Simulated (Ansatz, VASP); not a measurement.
**Cd2C: VASP beside Ansatz**

```
C Cd
1.0
     0.00000    2.94365    2.94365
     2.94365    0.00000    2.94365
     2.94365    2.94365    0.00000
C Cd
1 2
Direct
  0.00000 0.00000 0.00000
  0.25000 0.25000 0.25000
  0.75000 0.75000 0.75000
```

Alike in both runs: task single point; functional PBE; k mesh 10 × 10 × 10; occupations tetrahedron; no spin polarisation.

|  | VASP | Ansatz |
| --- | --- | --- |
| version | VASP 6.6.1 | Ansatz 0.2.0 |
| potentials or method | VASP PAW PBE potentials, release 64 (C, Cd), cutoff 520 eV | all-electron LAPW, scalar-relativistic |

|  | VASP | Ansatz | Ansatz less VASP |
| --- | --- | --- | --- |
| pressure (GPa) | 0.5 | -0.2 | -0.69 |

Ansatz ran all-electron here, and VASP with PAW potentials. Ansatz's warnings: band table not solved further, tetrahedron derivatives may miss energy slope.
